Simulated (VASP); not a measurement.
# Ni (Im-3m) in VASP: a series of runs, part 2 of 2

VASP 6.6.1.

## Step 3: Single point, PBE, collinear spin, ferromagnetic start

File INCAR:

```
PREC = Accurate
ENCUT = 600
EDIFF = 1E-6
ISMEAR = 0
SIGMA = 0.026000000000000002
LREAL = False
LASPH = True
NELM = 200
ALGO = Normal
ISIF = 2
LWAVE = False
LCHARG = True
ISPIN = 2
MAGMOM = 1
LORBIT = 11
LMAXMIX = 4
GGA = PE
LELF = True
LVHAR = True
NBANDS = 15
GGA_COMPAT = False
```

File KPOINTS:

```
Automatic mesh
0
Gamma
  13 13 13
```

File POSCAR:

```
Ni
1.0
   -1.3837154700      1.3837154700      1.3837154700
    1.3837154700     -1.3837154700      1.3837154700
    1.3837154700      1.3837154700     -1.3837154700
Ni
1
Direct
    0.0000000000      0.0000000000      0.0000000000
```

Potentials or basis: VASP PAW PBE potentials, release 64 (Ni).

The run is started by

```
> cat potpaw_PBE.64/Ni/POTCAR > POTCAR
> mpirun -np 1 vasp_std > vasp.out
```

OUTCAR:

```text
PREC = Accurate
   ENCUT = 600
   EDIFF = 1E-6
   ISMEAR = 0
   LREAL = False
   LASPH = True
   NELM = 200
   ISIF = 2
   ISPIN = 2
   LORBIT = 11
   GGA = PE

 ion  position               nearest neighbor table
   1  0.000  0.000  0.000-

  LATTYP: Found a body centered cubic cell.
 ALAT       =     2.7674309400

  Lattice vectors:

 A1 = (  -1.3837154700,   1.3837154700,   1.3837154700)
 A2 = (   1.3837154700,  -1.3837154700,   1.3837154700)
 A3 = (   1.3837154700,   1.3837154700,  -1.3837154700)

Analysis of symmetry for initial positions (statically):
=====================================================================
 Subroutine PRICEL returns:
 Original cell was already a primitive cell.

 Routine SETGRP: Setting up the symmetry group for a
 body centered cubic supercell.

 Subroutine GETGRP returns: Found 48 space group operations
 (whereof 48 operations were pure point group operations)
 out of a pool of 48 trial point group operations.

The static configuration has the point symmetry O_h .

Analysis of symmetry for dynamics (positions and initial velocities):
[... 621 lines left out ...]
      4       7.9566      1.00000
      5       9.2229      1.00000
      6       9.2229      1.00000
      7      36.2663      0.00000
      8      36.2663      0.00000
      9      36.2663      0.00000
     10      41.3692      0.00000
     11      41.3692      0.00000
     12      42.8684      0.00000
     13      42.8684      0.00000
     14      42.8684      0.00000
[... 403 lines left out ...]
      4       9.1444      1.00000
      5       9.3174      1.00000
      6      10.0813      0.00000
      7      23.1552      0.00000
      8      27.6982      0.00000
      9      29.2070      0.00000
     10      37.8731      0.00000
     11      41.6290      0.00000
     12      44.2674      0.00000
     13      46.2861      0.00000
     14      49.8902      0.00000
     15      52.8917      0.00000

 [... further k-points ...]
[... 5 lines left out ...]
  --------------------------------------------------------------------------------------
  -------------------------------------------------------------------------------------
  Total        0.4947934      0.4947934      0.4947934      0.0000000      0.0000000      0.0000000
  in kB       74.8055932     74.8055932     74.8055932      0.0000000      0.0000000      0.0000000
  external PRESSURE =      74.8055932 kB  Pullay stress =       0.0000000 kB

 VOLUME and BASIS-vectors are now :
 -----------------------------------------------------------------------------
  energy-cutoff  :      600.00
  volume of cell :       10.60
      direct lattice vectors                 reciprocal lattice vectors
    -1.383715470  1.383715470  1.383715470     0.000000000  0.361345964  0.361345964
     1.383715470 -1.383715470  1.383715470     0.361345964  0.000000000  0.361345964
     1.383715470  1.383715470 -1.383715470     0.361345964  0.361345964  0.000000000

 POSITION                                       TOTAL-FORCE (eV/Angst)
 -----------------------------------------------------------------------------------
      0.00000      0.00000      0.00000         0.000000      0.000000     -0.000000
 -----------------------------------------------------------------------------------
    total drift:                               -0.000000     -0.000000      0.000000

  FREE ENERGIE OF THE ION-ELECTRON SYSTEM (eV)
  ---------------------------------------------------
  free  energy   TOTEN  =        -5.3658357812 eV

  energy  without entropy=       -5.3652956451  energy(sigma->0) =       -5.36556571

 total charge

# of ion       s       p       d       tot
------------------------------------------
    1        0.503   0.513   8.346   9.362

 magnetization (x)

# of ion       s       p       d       tot
------------------------------------------
    1       -0.003  -0.014   0.612   0.595
```

OSZICAR:

```text
N       E                     dE             d eps       ncg     rms          rms(c)
DAV:   1     0.366668922056E+02    0.36667E+02   -0.47494E+03  5366   0.969E+02
DAV:   2    -0.473995527245E+01   -0.41407E+02   -0.38476E+02  5740   0.177E+02
DAV:   3    -0.630672325765E+01   -0.15668E+01   -0.15415E+01  6196   0.327E+01
DAV:   4    -0.631630936490E+01   -0.95861E-02   -0.95831E-02  6147   0.246E+00
DAV:   5    -0.631641549417E+01   -0.10613E-03   -0.10613E-03  6265   0.230E-01    0.995E+00
DAV:   6    -0.564221340476E+01    0.67420E+00   -0.11463E+01  7210   0.377E+01    0.535E+00
DAV:   7    -0.538468794817E+01    0.25753E+00   -0.18621E+00  6720   0.139E+01    0.207E+00
DAV:   8    -0.536800265814E+01    0.16685E-01   -0.28336E-02  6980   0.122E+00    0.931E-01
DAV:   9    -0.536611280542E+01    0.18899E-02   -0.13833E-03  8387   0.219E-01    0.221E-01
DAV:  10    -0.536582959061E+01    0.28321E-03   -0.15474E-04  7748   0.879E-02    0.316E-02
DAV:  11    -0.536583480536E+01   -0.52147E-05   -0.14952E-05  6006   0.469E-02    0.256E-02
DAV:  12    -0.536583617451E+01   -0.13692E-05   -0.48713E-06  4872   0.142E-02    0.576E-03
DAV:  13    -0.536583578117E+01    0.39334E-06   -0.80928E-07  4480   0.105E-02
   1 F= -.53658358E+01 E0= -.53655657E+01  d E =-.540136E-03  mag=     0.5910
```

It took 20 s on 1 thread of AMD EPYC 9R45 (Zen 5), shared host; peak memory 0.12 GiB.

Results:

```
Free energy                                           : -5.3658 eV
Pressure                                              : 7.5 GPa
Net moment                                            : 0.59 μB per cell
Site moments                                          : Ni +0.59 μB
Valence electrons inside the program's atomic spheres : Ni 9.36
```

## Step 4: Single point, revPBE, collinear spin, ferromagnetic start

This run uses another cell than the first one, of 11.24 Å³/atom, 1.061 times its volume.

File INCAR:

```
  PREC = Accurate
  ENCUT = 600
  EDIFF = 1E-6
  ISMEAR = -1
  SIGMA = 0.05
  LREAL = F
  LASPH = T
  NELM = 200
  ALGO = Normal
  ISIF = 2
  LWAVE = F
  LCHARG = F
  ISPIN = 2
  MAGMOM = 1
  LORBIT = 11
  LMAXMIX = 4
  GGA = RE
  NBANDS = 15
  GGA_COMPAT = F
```

File KPOINTS:

```
regular mesh
0
Gamma
  13 13 13
```

File POSCAR:

```
Ni
1.0
   -1.4110842110      1.4110842110      1.4110842110
    1.4110842110     -1.4110842110      1.4110842110
    1.4110842110      1.4110842110     -1.4110842110
Ni
1
Direct
    0.0000000000      0.0000000000      0.0000000000
```

Potentials or basis: VASP PAW PBE potentials, release 64 (Ni).

The run is started by

```
> cat potpaw_PBE.64/Ni/POTCAR > POTCAR
> mpirun -np 1 vasp_std > vasp.out
```

OUTCAR:

```text
PREC = Accurate
   ENCUT = 600
   EDIFF = 1E-6
   ISMEAR = -1
   LREAL = F
   LASPH = T
   NELM = 200
   ISIF = 2
   ISPIN = 2
   LORBIT = 11
   GGA = RE

 ion  position               nearest neighbor table
   1  0.000  0.000  0.000-

  LATTYP: Found a body centered cubic cell.
 ALAT       =     2.8221684220

  Lattice vectors:

 A1 = (  -1.4110842110,   1.4110842110,   1.4110842110)
 A2 = (   1.4110842110,  -1.4110842110,   1.4110842110)
 A3 = (   1.4110842110,   1.4110842110,  -1.4110842110)

Analysis of symmetry for initial positions (statically):
[... 1071 lines left out ...]
  Total       -0.0017253     -0.0017253     -0.0017253     -0.0000000     -0.0000000      0.0000000
  in kB       -0.2459517     -0.2459517     -0.2459517     -0.0000000     -0.0000000      0.0000000
  external PRESSURE =      -0.2459517 kB  Pullay stress =       0.0000000 kB

 VOLUME and BASIS-vectors are now :
 -----------------------------------------------------------------------------
  energy-cutoff  :      600.00
  volume of cell :       11.24
      direct lattice vectors                 reciprocal lattice vectors
    -1.411084211  1.411084211  1.411084211     0.000000000  0.354337463  0.354337463
     1.411084211 -1.411084211  1.411084211     0.354337463  0.000000000  0.354337463
     1.411084211  1.411084211 -1.411084211     0.354337463  0.354337463  0.000000000

 POSITION                                       TOTAL-FORCE (eV/Angst)
 -----------------------------------------------------------------------------------
      0.00000      0.00000      0.00000        -0.000000      0.000000      0.000000
 -----------------------------------------------------------------------------------
    total drift:                                0.000000     -0.000000      0.000000

  FREE ENERGIE OF THE ION-ELECTRON SYSTEM (eV)
  ---------------------------------------------------
  free  energy   TOTEN  =        -4.9761463811 eV

  energy  without entropy=       -4.9615439139  energy(sigma->0) =       -4.96884515

 total charge

# of ion       s       p       d       tot
------------------------------------------
    1        0.478   0.460   8.316   9.254

 magnetization (x)

# of ion       s       p       d       tot
------------------------------------------
    1       -0.004  -0.018   0.635   0.613
```

OSZICAR:

```text
N       E                     dE             d eps       ncg     rms          rms(c)
DAV:   1     0.366894780490E+02    0.36689E+02   -0.46789E+03  5367   0.958E+02
DAV:   2    -0.423883833470E+01   -0.40928E+02   -0.38114E+02  5663   0.175E+02
DAV:   3    -0.584938768991E+01   -0.16105E+01   -0.15913E+01  6252   0.330E+01
DAV:   4    -0.585936326112E+01   -0.99756E-02   -0.99738E-02  5992   0.253E+00
DAV:   5    -0.585948716072E+01   -0.12390E-03   -0.12390E-03  6374   0.259E-01    0.917E+00
DAV:   6    -0.528542660455E+01    0.57406E+00   -0.11746E+01  7308   0.375E+01    0.577E+00
DAV:   7    -0.499107779078E+01    0.29435E+00   -0.21229E+00  6994   0.146E+01    0.190E+00
DAV:   8    -0.497821075647E+01    0.12867E-01   -0.25124E-02  6754   0.112E+00    0.921E-01
DAV:   9    -0.497638206506E+01    0.18287E-02   -0.13778E-03  8092   0.229E-01    0.228E-01
DAV:  10    -0.497614076706E+01    0.24130E-03   -0.19262E-04  8293   0.865E-02    0.334E-02
DAV:  11    -0.497614543951E+01   -0.46724E-05   -0.20670E-05  7114   0.376E-02    0.228E-02
DAV:  12    -0.497614683491E+01   -0.13954E-05   -0.17526E-06  5394   0.851E-03    0.752E-03
DAV:  13    -0.497614638114E+01    0.45377E-06   -0.23657E-07  4095   0.501E-03
   1 F= -.49761464E+01 E0= -.49688451E+01  d E =-.146025E-01  mag=     0.6021
```

It took 20 s on 1 thread of AMD EPYC 9R45 (Zen 5), shared host; peak memory 0.12 GiB.

What came out:

```
Free energy                                           : -4.9761 eV
Pressure                                              : 0.0 GPa
Net moment                                            : 0.60 μB per cell
Site moments                                          : Ni +0.61 μB
Valence electrons inside the program's atomic spheres : Ni 9.25
```

Levels at points of the mesh, in eV from the Fermi level:
Spin up:
| k point | band 2 | band 3 | band 4 | band 5 | band 6 | band 7 | band 8 | band 9 |
| --- | --- | --- | --- | --- | --- | --- | --- | --- |
| (0.00, 0.00, 0.00) | -2.24 | -2.24 | -2.24 | -0.89 | -0.89 | 26.09 | 26.09 | 26.09 |
Spin down:
| k point | band 2 | band 3 | band 4 | band 5 | band 6 | band 7 | band 8 | band 9 |
| --- | --- | --- | --- | --- | --- | --- | --- | --- |
| (0.00, 0.00, 0.00) | -1.51 | -1.51 | -1.51 | -0.35 | -0.35 | 25.96 | 25.96 | 25.96 |

Caveat: the PAW data sets were made with another functional, which shifts forces and pressure a little.

## Step 5: Summary

```tsv
level	cell	smearing	gap on the mesh (eV)	pressure (GPa)	moment (μB)
PBE	a = 2.397 Å, angles 109.5°, 1 atom	gaussian 0.022 eV	none	7.5	0.59
PBE	a = 2.397 Å, angles 109.5°, 1 atom	gaussian 0.026 eV	none	7.5	0.59
revPBE	a = 2.444 Å, angles 109.5°, 1 atom	fermi-dirac 0.05 eV	none	0.0	0.60
```

Alike in all rows: task single point; potentials or basis VASP PAW PBE potentials, release 64 (Ni); spin collinear, ferromagnetic start; k mesh 13 × 13 × 13; cutoff (eV) 600.

Caveats: the PAW data sets were made with another functional, which shifts forces and pressure a little (some runs).

Absolute energies hang on the potentials; compare differences alone.
